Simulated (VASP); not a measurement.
Wanted: the native input for a VASP 6.6.1 run.

| Item | Value |
| --- | --- |
| Task | single point |
| Functional | r2SCAN |
| Potentials or basis | VASP PAW PBE potentials, release 64 (Si, O) |
| Cutoff | 520 eV |
| k mesh | 6 × 6 × 8 |
| Occupations | gaussian, width 0.05 eV |
| Spin | no spin polarisation |
| Dipole correction | no |
| Further INCAR settings | ALGO = Normal; EDIFF = 1e-07; NBANDS = 25 |

Crystal: SiO2.

```
Si O
1.0
     4.18541    0.00000    0.00000
     0.00000    4.18541    0.00000
     0.00000    0.00000    2.45525
Si O
2 4
Direct
  0.50000 0.50000 0.50000
  0.00000 0.00000 0.00000
  0.69389 0.69389 0.00000
  0.19389 0.80611 0.50000
  0.30611 0.30611 0.00000
  0.80611 0.19389 0.50000
```

This cell differs from its parent crystal: strain +0.000 along x and y, -0.080 along z.

These files were run (other wordings do the same):

POSCAR

```
SiO2
1.0
    4.1854060762      0.0000000000      0.0000000000
    0.0000000000      4.1854060762      0.0000000000
    0.0000000000      0.0000000000      2.4552453754
Si O
2 4
Direct
    0.5000000000      0.5000000000      0.5000000000
    0.0000000000      0.0000000000      0.0000000000
    0.6938852014      0.6938852014      0.0000000000
    0.1938852014      0.8061147986      0.5000000000
    0.3061147986      0.3061147986      0.0000000000
    0.8061147986      0.1938852014      0.5000000000
```

INCAR.step1

```
SYSTEM = SiO2
ALGO = Normal
EDIFF = 1E-4
ENCUT = 520
GGA = PE
ISMEAR = 0
LASPH = .True.
LCHARG = .False.
LREAL = .False.
LWAVE = .True.
NBANDS = 25
NELM = 80
PREC = Accurate
SIGMA = 0.05
```

INCAR.step2

```
SYSTEM = SiO2
ALGO = Normal
EDIFF = 1E-7
ENCUT = 520
ISIF = 2
ISMEAR = 0
ISTART = 1
LASPH = .True.
LCHARG = .False.
LMIXTAU = .True.
LREAL = .False.
LWAVE = .False.
METAGGA = R2SCAN
NBANDS = 25
NELM = 80
PREC = Accurate
SIGMA = 0.05
```

KPOINTS

```
k-points
0
Gamma
  6 6 8
  0 0 0
```

Potentials or basis: VASP PAW PBE potentials, release 64 (Si, O).

Command:

```sh
$ cat potpaw_PBE.64/Si/POTCAR potpaw_PBE.64/O/POTCAR > POTCAR
$ cp INCAR.step1 INCAR
$ mpirun -np 1 vasp_std > vasp.out
$ cp INCAR.step2 INCAR
$ mpirun -np 1 vasp_std > vasp.out
```

Results of the run:

- Pressure: 40.8 GPa
- Largest force: 0.377 eV/Å
- Band gap on the k mesh: 8.28 eV, direct

Caveat: the cell differs from its parent crystal (strain +0.000 along x and y, -0.080 along z); the PAW data sets were made with another functional, which shifts forces and pressure a little.

Run time: 100 s on 1 thread of Intel(R) Xeon(R) Platinum 8259CL CPU @ 2.50GHz (Skylake/Cascade Lake), on a shared host, peak memory 0.17 GiB.
